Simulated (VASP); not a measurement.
# NaTeO3 (Pm-3m) in VASP: relaxation of cell and atoms with LDA

Aim: the relaxation of cell and atoms of NaTeO3 with LDA.

Everything below comes from runs of VASP 6.6.1. Logs are shortened: lines on timing, memory, paths and dates and some standing lists are left out, and cuts for length are marked.

### Step 1. The cell of the first run

The structure is cubic, space group Pm-3m (No. 221). Conventional cell: a = 4.070 Å, b = 4.070 Å, c = 4.070 Å, α = 90.00°, β = 90.00°, γ = 90.00°. Within 3.8 Å of Na (site symmetry m-3m) lie 12 O at 2.88 Å and 8 Te at 3.52 Å. Te (site symmetry m-3m) has 6 O at 2.04 Å within 2.7 Å. Within 2.7 Å of O (site symmetry 4/mmm) lie 2 Te at 2.04 Å.

### Step 2. Relaxation of cell and atoms, LDA

Input file INCAR:

```
SYSTEM = NaTeO3
ALGO = Normal
EDIFF = 1E-7
EDIFFG = -0.01
ENCUT = 600
GGA = CA
IBRION = 2
ISIF = 3
ISMEAR = -1
LASPH = .TRUE.
LCHARG = .FALSE.
LREAL = .FALSE.
LWAVE = .FALSE.
NELM = 80
NSW = 80
PREC = Accurate
SIGMA = 0.1
```

Input file KPOINTS:

```
k-points
0
G
  4 4 4
  0 0 0
```

Input file POSCAR:

```
NaTeO3
1.0
    4.0700000000      0.0000000000      0.0000000000
    0.0000000000      4.0700000000      0.0000000000
    0.0000000000      0.0000000000      4.0700000000
Na Te O
1 1 3
Direct
    0.0000000000      0.0000000000      0.0000000000
    0.5000000000      0.5000000000      0.5000000000
    0.5000000000      0.5000000000      0.0000000000
    0.0000000000      0.5000000000      0.5000000000
    0.5000000000      0.0000000000      0.5000000000
```

Potentials or basis: VASP PAW LDA potentials, release 64 (Na_pv, Te, O).

On the command line:

```console
> cat potpaw_LDA.64/Na_pv/POTCAR potpaw_LDA.64/Te/POTCAR potpaw_LDA.64/O/POTCAR > POTCAR
> mpirun -np 1 vasp_std > vasp.out
```

OUTCAR:

```text
SYSTEM = NaTeO3
   EDIFF = 1E-7
   EDIFFG = -0.01
   ENCUT = 600
   GGA = CA
   IBRION = 2
   ISIF = 3
   ISMEAR = -1
   LASPH = .TRUE.
   LREAL = .FALSE.
   NELM = 80
   NSW = 80
   PREC = Accurate

 ion  position               nearest neighbor table
   1  0.000  0.000  0.000-
   2  0.500  0.500  0.500-   3 2.04   4 2.04   5 2.04   3 2.04   5 2.04   4 2.04
   3  0.500  0.500  0.000-   2 2.04   2 2.04
   4  0.000  0.500  0.500-   2 2.04   2 2.04
   5  0.500  0.000  0.500-   2 2.04   2 2.04

  LATTYP: Found a simple cubic cell.
 ALAT       =     4.0700000000

  Lattice vectors:

 A1 = (   4.0700000000,   0.0000000000,   0.0000000000)
 A2 = (   0.0000000000,   4.0700000000,   0.0000000000)
 A3 = (   0.0000000000,   0.0000000000,   4.0700000000)

Analysis of symmetry for initial positions (statically):
=====================================================================
 Subroutine PRICEL returns:
 Original cell was already a primitive cell.

 Routine SETGRP: Setting up the symmetry group for a
 simple cubic supercell.

 Subroutine GETGRP returns: Found 48 space group operations
 (whereof 48 operations were pure point group operations)
 out of a pool of 48 trial point group operations.

The static configuration has the point symmetry O_h .

Analysis of symmetry for dynamics (positions and initial velocities):
=====================================================================
 Subroutine PRICEL returns:
 Original cell was already a primitive cell.

 Routine SETGRP: Setting up the symmetry group for a
 simple cubic supercell.

 Subroutine GETGRP returns: Found 48 space group operations
 (whereof 48 operations were pure point group operations)
 out of a pool of 48 trial point group operations.

The dynamic configuration has the point symmetry O_h .

 Subroutine INISYM returns: Found 48 space group operations
 (whereof 48 operations are pure point group operations),
 and found     1 'primitive' translations

----------------------------------------------------------------------------------------

                                     Primitive cell

  volume of cell :      67.4191

  direct lattice vectors                    reciprocal lattice vectors
     4.070000000  0.000000000  0.000000000     0.245700246  0.000000000  0.000000000
     0.000000000  4.070000000  0.000000000     0.000000000  0.245700246  0.000000000
     0.000000000  0.000000000  4.070000000     0.000000000  0.000000000  0.245700246

  length of vectors
     4.070000000  4.070000000  4.070000000     0.245700246  0.245700246  0.245700246

  position of ions in fractional coordinates (direct lattice)
     0.000000000  0.000000000  0.000000000
     0.500000000  0.500000000  0.500000000
     0.500000000  0.500000000  0.000000000
     0.000000000  0.500000000  0.500000000
     0.500000000  0.000000000  0.500000000

  ion indices of the primitive-cell ions
   primitive index   ion index
                 1           1
                 2           2
                 3           3
                 4           4
                 5           5

----------------------------------------------------------------------------------------

 KPOINTS: k-points

Automatic generation of k-mesh.
 Grid dimensions read from file:
 generate k-points for:    4    4    4

 Generating k-lattice:

  Cartesian coordinates                     Fractional coordinates (reciprocal lattice)
     0.061425061  0.000000000  0.000000000     0.250000000  0.000000000  0.000000000
     0.000000000  0.061425061  0.000000000     0.000000000  0.250000000  0.000000000
     0.000000000  0.000000000  0.061425061     0.000000000  0.000000000  0.250000000

  Length of vectors
     0.061425061  0.061425061  0.061425061

  Shift w.r.t. Gamma in fractional coordinates (k-lattice)
     0.000000000  0.000000000  0.000000000

 Subroutine IBZKPT returns following result:
 ===========================================

 Found     10 irreducible k-points:

 Following reciprocal coordinates:
            Coordinates               Weight
  0.000000  0.000000  0.000000      1.000000
  0.250000  0.000000  0.000000      6.000000
  0.500000  0.000000  0.000000      3.000000
  0.250000  0.250000  0.000000     12.000000
  0.500000  0.250000  0.000000     12.000000
  0.500000  0.500000  0.000000      3.000000
  0.250000  0.250000  0.250000      8.000000
  0.500000  0.250000  0.250000     12.000000
  0.500000  0.500000  0.250000      6.000000
  0.500000  0.500000  0.500000      1.000000
   k-points           NKPTS =     10   k-points in BZ     NKDIM =     10   number of bands    NBANDS=     19
   number of dos      NEDOS =    301   number of ions     NIONS =      5
   total plane-waves  NPLWV =  46656
   dimension x,y,z NGX =    36 NGY =   36 NGZ =   36
   dimension x,y,z NGXF=    72 NGYF=   72 NGZF=   72
   ions per type =               1   1   3
   NGX,Y,Z   is equivalent  to a cutoff of  14.70, 14.70, 14.70 a.u.
   NGXF,Y,Z  is equivalent  to a cutoff of  29.41, 29.41, 29.41 a.u.
 SYSTEM =  NaTeO3
   PREC   = accura    normal or accurate (medium, high low for compatibility)
   ISTART =      0    job   : 0-new  1-cont  2-samecut
   ICHARG =      2    charge: 1-file 2-atom 10-const
   ISPIN  =      1    spin polarized calculation?
   LNONCOLLINEAR =      F non collinear calculations
   LSORBIT =      F    spin-orbit coupling
   LASPH  =      T    aspherical Exc in radial PAW
   ENCUT  =  600.0 eV  44.10 Ry    6.64 a.u.   8.13  8.13  8.13*2*pi/ulx,y,z
   NELM   =     80;   NELMIN=  2; NELMDL= -5     # of ELM steps
   EDIFF  = 0.1E-06   stopping-criterion for ELM
   LREAL  =      F    real-space projection
   EDIFFG = -.1E-01   stopping-criterion for IOM
   NSW    =     80    number of steps for IOM
   IBRION =      2    ionic relax: 0-MD 1-quasi-New 2-CG
   NFREE  =      1    steps in history (QN), initial steepest desc. (CG)
   ISIF   =      3    stress and relaxation
   ISYM   =      2    0-nonsym 1-usesym 2-fastsym
   POTIM  = 0.5000    time-step for ionic-motion
   TEBEG  =    0.0;   TEEND  =   0.0 temperature during run
   PSTRESS=    0.0 pullay stress
   NELECT =      31.0000    total number of electrons
   NUPDOWN=      -1.0000    fix difference up-down
   EMIN   =  10.00;   EMAX   =-10.00  energy-range for DOS
   EFERMI =   0.00;   METHOD = LEGACY
   ISMEAR =    -1;   SIGMA  =   0.10  broadening in eV -4-tet -1-fermi 0-gaus
   EFERMI_NEDOS =   21; number of points for ismear=-14 and -15
   IALGO  =     38    algorithm
   IMIX   =      4    mixing-type and parameters
     AMIX     =   0.40;   BMIX     =  1.00
     AMIX_MAG =   1.60;   BMIX_MAG =  1.00
  volume/ion in A,a.u.               =      13.48        90.99
  Fermi-wavevector in a.u.,A,eV,Ry     =   1.263575  2.387810 21.723354  1.596621
  Thomas-Fermi vector in A             =   2.396925
   LORBIT       =      0    0 simple, 1 ext, 2 COOP (PROOUT), +10 PAW based schemes
   GGA     = CA    functional components
   LHFCALC =     F    Hartree Fock is set to
   AEXX    =    0.0000 exact exchange contribution
   IVDW    =     0    specifies the selected vdW correction
   LEPSILON=     F    determine dielectric tensor
   LRPA    =     F    only Hartree local field effects (RPA)
 conjugate gradient relaxation of ions
 non-spin polarized calculation
  energy-cutoff  :      600.00
  volume of cell :       67.42
 maximum number of plane-waves:      2301
 NGX is ok and might be reduce to    36
   NGX = 17   NGY = 17   NGZ = 17

--------------------------------------- Ionic step        1  -------------------------------------------

 number of electron      30.9999990 magnetization

 Free energy of the ion-electron system (eV)
  ---------------------------------------------------
  ext. energy  EPLUGINS =         0.00000000
  ---------------------------------------------------
  free energy    TOTEN  =       -28.62955430 eV

  energy without entropy =      -28.60976585  energy(sigma->0) =      -28.61966008

------------------------ aborting loop because EDIFF is reached ----------------------------------------

  FORCE on cell =-STRESS in cart. coord.  units (eV):
  Direction    XX          YY          ZZ          XY          YZ          ZX
  --------------------------------------------------------------------------------------
  -------------------------------------------------------------------------------------
  Total       -3.2743549     -3.2743549     -3.2743549     -0.0000000     -0.0000000     -0.0000000
  in kB      -77.8131690    -77.8131690    -77.8131690     -0.0000000     -0.0000000     -0.0000000
  external PRESSURE =     -77.8131690 kB  Pullay stress =       0.0000000 kB

 VOLUME and BASIS-vectors are now :
 -----------------------------------------------------------------------------
  energy-cutoff  :      600.00
  volume of cell :       67.42
      direct lattice vectors                 reciprocal lattice vectors
     4.070000000  0.000000000  0.000000000     0.245700246  0.000000000  0.000000000
     0.000000000  4.070000000  0.000000000     0.000000000  0.245700246  0.000000000
     0.000000000  0.000000000  4.070000000     0.000000000  0.000000000  0.245700246

 POSITION                                       TOTAL-FORCE (eV/Angst)
 -----------------------------------------------------------------------------------
      0.00000      0.00000      0.00000         0.000000      0.000000      0.000000
      2.03500      2.03500      2.03500         0.000000      0.000000      0.000000
      2.03500      2.03500      0.00000         0.000000      0.000000      0.000000
      0.00000      2.03500      2.03500         0.000000      0.000000      0.000000
      2.03500      0.00000      2.03500         0.000000      0.000000      0.000000
 -----------------------------------------------------------------------------------
    total drift:                                0.000000      0.000000      0.000000

  FREE ENERGIE OF THE ION-ELECTRON SYSTEM (eV)
  ---------------------------------------------------
  free  energy   TOTEN  =       -28.6295543048 eV
[... 26 lines left out ...]
 POSITION                                       TOTAL-FORCE (eV/Angst)
 -----------------------------------------------------------------------------------
      0.00000      0.00000      0.00000        -0.000000      0.000000      0.000000
      1.97071      1.97071      1.97071         0.000000      0.000000      0.000000
      1.97071      1.97071     -0.00000        -0.000000      0.000000      0.000000
      0.00000      1.97071      1.97071        -0.000000     -0.000000      0.000000
      1.97071     -0.00000      1.97071         0.000000     -0.000000      0.000000
 -----------------------------------------------------------------------------------
    total drift:                                0.000000      0.000000      0.000000

  FREE ENERGIE OF THE ION-ELECTRON SYSTEM (eV)
  ---------------------------------------------------
  free  energy   TOTEN  =       -28.6654745252 eV

  energy  without entropy=      -28.6465978901  energy(sigma->0) =      -28.65603621

--------------------------------------- Ionic step        3  -------------------------------------------

 number of electron      30.9999997 magnetization

 Free energy of the ion-electron system (eV)
  ---------------------------------------------------
  ext. energy  EPLUGINS =         0.00000000
  ---------------------------------------------------
  free energy    TOTEN  =       -28.72232043 eV

  energy without entropy =      -28.70313545  energy(sigma->0) =      -28.71272794

 E-fermi :   5.8486     XC(G=0): -10.6898

 val. band max:        5.3963576394   @ k =   0.5000   0.0000   0.0000
 cond. band min:       6.0154728841   @ k =   0.5000   0.2500   0.0000
 fundamental gap:      0.6191152448
 Fermi energy:         5.8486142881

 k-point     1 :       0.0000    0.0000    0.0000
  band No.  band energies     occupation
      1     -18.0025      2.00000
      2     -18.0025      2.00000
      3     -18.0025      2.00000
      4     -15.8540      2.00000
      5     -12.2954      2.00000
      6     -12.2954      2.00000
[... 11 lines left out ...]
     18      14.3706      0.00000
     19      14.3865      0.00000

 k-point     2 :       0.2500    0.0000    0.0000
  band No.  band energies     occupation
      1     -18.0190      2.00000
      2     -18.0016      2.00000
      3     -18.0016      2.00000
      4     -15.5470      2.00000
      5     -12.8428      2.00000
      6     -12.2845      2.00000
[... 200 lines left out ...]
 VOLUME and BASIS-vectors are now :
 -----------------------------------------------------------------------------
  energy-cutoff  :      600.00
  volume of cell :       63.82
      direct lattice vectors                 reciprocal lattice vectors
     3.996232019 -0.000000000 -0.000000000     0.250235721  0.000000000 -0.000000000
    -0.000000000  3.996232019 -0.000000000     0.000000000  0.250235721  0.000000000
     0.000000000 -0.000000000  3.996232019     0.000000000  0.000000000  0.250235721

 POSITION                                       TOTAL-FORCE (eV/Angst)
 -----------------------------------------------------------------------------------
      0.00000      0.00000      0.00000        -0.000000      0.000000      0.000000
      1.99812      1.99812      1.99812         0.000000      0.000000      0.000000
      1.99812      1.99812     -0.00000        -0.000000      0.000000      0.000000
      0.00000      1.99812      1.99812        -0.000000     -0.000000      0.000000
      1.99812     -0.00000      1.99812         0.000000     -0.000000      0.000000
 -----------------------------------------------------------------------------------
    total drift:                                0.000000      0.000000      0.000000

  FREE ENERGIE OF THE ION-ELECTRON SYSTEM (eV)
  ---------------------------------------------------
  free  energy   TOTEN  =       -28.7223204288 eV

  energy  without entropy=      -28.7031354527  energy(sigma->0) =      -28.71272794

 reached required accuracy - stopping structural energy minimisation
```

Wall time 27 s (1 thread of AMD EPYC 9R45 (Zen 5), shared host); peak memory 0.15 GiB.

What came out:

* Free energy: -28.7223 eV
* Relaxed volume: 12.76 Å³/atom
* Relaxed cell: a = 3.996 Å, b = 3.996 Å, c = 3.996 Å, α = 90.00°, β = 90.00°, γ = 90.00°
* Space group after relaxing (to 0.1 Å): Pm-3m (No. 221)
* Energy gained by relaxing: 18.6 meV/atom
* Ionic steps: 3
* Pressure after relaxing: 0.0 GPa
* Band gap on the k mesh: zero (an odd number of electrons rules out a gap without spin polarisation)

The path:
| step | energy change (eV) | largest force (eV/Å) | pressure (GPa) | volume (Å³) |
| --- | --- | --- | --- | --- |
| 1 | 0.0000 | 0.0000 | -7.78 | 67.42 |
| 2 | -0.0359 | 0.0000 | 7.37 | 61.23 |
| 3 | -0.0928 | 0.0000 | -0.05 | 63.82 |

Final structure:
```
Na Te O
1.0
     3.99623    0.00000    0.00000
     0.00000    3.99623    0.00000
     0.00000    0.00000    3.99623
Na Te O
1 1 3
Direct
  0.00000 0.00000 0.00000
  0.50000 0.50000 0.50000
  0.50000 0.50000 0.00000
  0.00000 0.50000 0.50000
  0.50000 0.00000 0.50000
```

Levels at points of the mesh, in eV from the Fermi level:
```csv
k point,band 13,band 14,band 15,band 16,band 17,band 18
"(0.00, 0.00, 0.00)",-3.52,-3.30,-3.30,-3.30,2.58,8.52
"(0.50, 0.00, 0.00)",-3.65,-3.41,-3.41,-0.45,4.62,5.55
"(0.50, 0.50, 0.00)",-3.85,-3.85,-2.20,1.95,3.31,3.31
"(0.50, 0.50, 0.50)",-2.18,-2.18,-2.18,1.86,1.86,1.86
```

Caveat: the k points lie up to 0.39 Å⁻¹ apart in the final cell, too coarse for converged energies and pressures of a metal; spin-orbit coupling is left out, which moves the levels of the heavy elements; an odd number of electrons without spin polarisation forces a metal; a magnetic or distorted state may lie lower.
